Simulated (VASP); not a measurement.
# Pt (Fm-3m) in VASP: notebook, part 2 of 2

VASP 6.6.1. Earlier steps stand in the parts before.

## (3) Single point, PBE (Os replaced by Pt, lengths x 0.967, strained)

INCAR reads:

```
PREC = Accurate
ENCUT = 500
EDIFF = 1E-6
ISMEAR = 0
SIGMA = 0.1
LREAL = F
LASPH = T
NELM = 120
ALGO = Normal
ISIF = 2
LWAVE = F
LCHARG = F
GGA = PE
NBANDS = 11
GGA_COMPAT = F
```

KPOINTS reads:

```
Automatic mesh
0
Gamma
  8 8 8
```

POSCAR reads:

```
Pt
1.0
    0.0000000000      1.9028602783      1.9028602783
    1.9028602783      0.0000000000      1.9028602783
    1.9028602783      1.9028602783      0.0000000000
Pt
1
Direct
    0.0000000000      0.0000000000      0.0000000000
```

Potentials or basis: VASP PAW PBE potentials, release 64 (Pt).

Started as:

```bash
> cat potpaw_PBE.64/Pt/POTCAR > POTCAR
> mpirun -np 1 vasp_std > vasp.out
```

OUTCAR:

```text
PREC = Accurate
   ENCUT = 500
   EDIFF = 1E-6
   ISMEAR = 0
   LREAL = F
   LASPH = T
   NELM = 120
   ISIF = 2
   GGA = PE

 ion  position               nearest neighbor table
   1  0.000  0.000  0.000-

  LATTYP: Found a face centered cubic cell.
 ALAT       =     3.8057205566

  Lattice vectors:

 A1 = (   0.0000000000,   1.9028602783,   1.9028602783)
 A2 = (   1.9028602783,   0.0000000000,   1.9028602783)
 A3 = (   1.9028602783,   1.9028602783,   0.0000000000)

Analysis of symmetry for initial positions (statically):
[... 504 lines left out ...]
      3       9.0721      2.00000
      4       9.9299      2.00000
      5      12.8444      1.99306
      6      17.7732      0.00000
      7      19.1874      0.00000
      8      28.6532      0.00000
      9      28.7145      0.00000
     10      32.7858      0.00000
     11      40.2896      0.00000

 [... further k-points ...]
[... 5 lines left out ...]
  --------------------------------------------------------------------------------------
  -------------------------------------------------------------------------------------
  Total        3.7048759      3.7048759      3.7048759      0.0000000     -0.0000000      0.0000000
  in kB      430.7581954    430.7581954    430.7581954      0.0000000     -0.0000000      0.0000000
  external PRESSURE =     430.7581954 kB  Pullay stress =       0.0000000 kB

 VOLUME and BASIS-vectors are now :
 -----------------------------------------------------------------------------
  energy-cutoff  :      500.00
  volume of cell :       13.78
      direct lattice vectors                 reciprocal lattice vectors
     0.000000000  1.902860278  1.902860278    -0.262762330  0.262762330  0.262762330
     1.902860278  0.000000000  1.902860278     0.262762330 -0.262762330  0.262762330
     1.902860278  1.902860278  0.000000000     0.262762330  0.262762330 -0.262762330

 POSITION                                       TOTAL-FORCE (eV/Angst)
 -----------------------------------------------------------------------------------
      0.00000      0.00000      0.00000        -0.000000     -0.000000     -0.000000
 -----------------------------------------------------------------------------------
    total drift:                                0.000000     -0.000000     -0.000000

  FREE ENERGIE OF THE ION-ELECTRON SYSTEM (eV)
  ---------------------------------------------------
  free  energy   TOTEN  =        -5.8735757207 eV

  energy  without entropy=       -5.8660741989  energy(sigma->0) =       -5.86982496
```

OSZICAR:

```text
N       E                     dE             d eps       ncg     rms          rms(c)
DAV:   1     0.403502641602E+02    0.40350E+02   -0.51809E+03   638   0.817E+02
DAV:   2    -0.569446356590E+01   -0.46045E+02   -0.44698E+02   740   0.182E+02
DAV:   3    -0.625010069134E+01   -0.55564E+00   -0.55498E+00   734   0.189E+01
DAV:   4    -0.625211695484E+01   -0.20163E-02   -0.20162E-02   752   0.133E+00
DAV:   5    -0.625213244144E+01   -0.15487E-04   -0.15486E-04   749   0.108E-01    0.168E+01
DAV:   6    -0.593395552863E+01    0.31818E+00   -0.56961E-01   704   0.635E+00    0.898E+00
DAV:   7    -0.587801068545E+01    0.55945E-01   -0.18586E-01   731   0.355E+00    0.244E+00
DAV:   8    -0.587379291535E+01    0.42178E-02   -0.96068E-03   713   0.882E-01    0.617E-01
DAV:   9    -0.587357053396E+01    0.22238E-03   -0.15259E-04   713   0.115E-01    0.412E-02
DAV:  10    -0.587357557814E+01   -0.50442E-05   -0.45982E-06   874   0.162E-02    0.172E-03
DAV:  11    -0.587357572066E+01   -0.14252E-06   -0.47797E-08   400   0.206E-03
   1 F= -.58735757E+01 E0= -.58698250E+01  d E =-.750152E-02
```

stdout:

```text
POSCAR found type information on POSCAR Pt
 POSCAR found :  1 types and       1 ions
 scaLAPACK will be used
 LDA part: xc-table for (Slater+PW92), standard interpolation
 POSCAR, INCAR and KPOINTS ok, starting setup
 FFT: planning ... GRIDC
 FFT: planning ... GRID_SOFT
 FFT: planning ... GRID
 WAVECAR not read
 entering main loop
```

Run time: 6.1 s. Hardware: 1 thread of Intel Xeon 8259CL, shared host; peak memory 0.13 GiB.

What came out:

| Item | Value |
| --- | --- |
| Free energy | -5.8736 eV |
| Pressure | 43.1 GPa |
| Band gap on the k mesh | zero (band 5 reaches 13.66 eV, above the bottom of band 6 at 11.05 eV) |

Levels at points of the mesh, in eV from the Fermi level:
```
           k point  band 2  band 3  band 4  band 5  band 6  band 7  band 8  band 9
(0.00, 0.00, 0.00)   -4.35   -4.35   -4.35   -1.86   -1.86   14.39   19.87   19.87
(0.50, 0.00, 0.00)   -4.44   -4.44   -0.79    0.09    0.09    6.62   13.99   19.63
(0.50, 0.50, 0.00)   -7.59    0.05    0.62    0.62    1.67    9.97   11.73   11.73
```

Caveat: the cell differs from its parent crystal (Os replaced by Pt, lengths x 0.967, strained); spin-orbit coupling is left out, which moves the levels of the heavy elements.

## (4) Single point, PBE (Os replaced by Pt, lengths x 0.967, strained)

INCAR reads:

```
SYSTEM = Pt
PREC = Accurate ; ENCUT = 500
EDIFF = 1E-6 ; ISMEAR = 0
SIGMA = 0.1 ; LREAL = .False.
LASPH = .True. ; NELM = 120
ALGO = Normal ; ISIF = 2
LWAVE = .False. ; LCHARG = .False.
GGA = PE ; NBANDS = 11
GGA_COMPAT = .False.
```

KPOINTS reads:

```
regular mesh
0
Gamma
  8 8 8
  0 0 0
```

POSCAR reads:

```
Pt
1.0
    0.0000000000      1.8852619183      1.8852619183
    1.8852619183      0.0000000000      1.8852619183
    1.8852619183      1.8852619183      0.0000000000
Pt
1
Direct
    0.0000000000      0.0000000000      0.0000000000
```

Started as:

```bash
> cat potpaw_PBE.64/Pt/POTCAR > POTCAR
> mpirun -np 1 vasp_std > vasp.out
```

Wall time 4.5 s (1 thread of AMD EPYC 9R45 (Zen 5), shared host); peak memory 0.09 GiB.

It converged, with:

* Free energy: -5.7554 eV
* Pressure: 57.0 GPa
* Band gap on the k mesh: zero (band 5 reaches 14.30 eV, above the bottom of band 6 at 11.56 eV)

Levels at points of the mesh, in eV from the Fermi level:
```csv
k point,band 3,band 4,band 5,band 6,band 7,band 8
"(0.00, 0.00, 0.00)",-4.55,-4.55,-1.94,-1.94,14.26,19.91
"(0.50, 0.00, 0.00)",-4.65,-0.91,0.10,0.10,6.87,13.88
"(0.50, 0.50, 0.00)",0.06,0.66,0.66,1.62,10.31,11.81
```

Caveat: the k points lie up to 0.36 Å⁻¹ apart; the cell differs from its parent crystal (Os replaced by Pt, lengths x 0.967, strained); spin-orbit coupling is left out, which moves the levels of the heavy elements.

## (5) Overview

```csv
cell,k mesh,cutoff (eV),gap on the mesh (eV),pressure (GPa)
"a = 2.666 Å, angles 60.0°, 1 atom",20 × 20 × 20,520,none,57.6
"a = 2.691 Å, angles 60.0°, 1 atom",8 × 8 × 8,500,none,43.1
"a = 2.666 Å, angles 60.0°, 1 atom",8 × 8 × 8,500,none,57.0
```

Alike in all rows: task single point; level PBE; potentials or basis VASP PAW PBE potentials, release 64 (Pt); no spin polarisation; smearing gaussian 0.1 eV.

Caveats: some runs use coarse meshes; spin-orbit coupling is left out, which moves the levels of the heavy elements.

Absolute energies hang on the potentials; compare differences alone.
